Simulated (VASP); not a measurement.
Set up this calculation in VASP 6.6.1, as the native input.

* Task: single point
* Functional: PBE
* Potentials or basis: VASP PAW PBE potentials, release 64 (Sn_d)
* Cutoff: 520 eV
* k mesh: 9 × 9 × 9
* Occupations: gaussian, width 0.024 eV
* Spin: no spin polarisation
* Dipole correction: no
* Further INCAR settings: ALGO = Normal; EDIFF = 1e-06; NBANDS = 21

The structure of Sn lies in POSCAR:

```
Sn
1.0
   -2.9401404553      2.9401404553      1.5993019889
    2.9401404553     -2.9401404553      1.5993019889
    2.9401404553      2.9401404553     -1.5993019889
Sn
2
Direct
    0.0000000000      0.0000000000      0.0000000000
    0.7500000000      0.2500000000      0.5000000000
```

One way to write it, as run:

INCAR

```
PREC = Accurate ; ENCUT = 520
EDIFF = 1E-6 ; ISMEAR = 0
SIGMA = 0.024 ; LREAL = False
LASPH = True ; NELM = 100
ALGO = Normal ; ISIF = 2
LWAVE = False ; LCHARG = True
GGA = PE ; LELF = True
LVHAR = True ; NBANDS = 21
```

KPOINTS

```
Automatic mesh
0
Gamma
  9 9 9
```

Potentials or basis: VASP PAW PBE potentials, release 64 (Sn_d).

Command:

```bash
$ cat potpaw_PBE.64/Sn_d/POTCAR > POTCAR
$ mpirun -np 1 vasp_std > vasp.out
```

Results of the run:

| Item | Value |
| --- | --- |
| Pressure | 1.4 GPa |
| Band gap on the k mesh | zero (band 14 reaches 8.97 eV, above the bottom of band 15 at 5.01 eV) |

Caveat: spin-orbit coupling is left out, which moves the levels of the heavy elements.

Run time: 44 s on 1 thread of Intel(R) Xeon(R) 6975P-C (Granite Rapids), with other jobs on the host, peak memory 0.23 GiB.
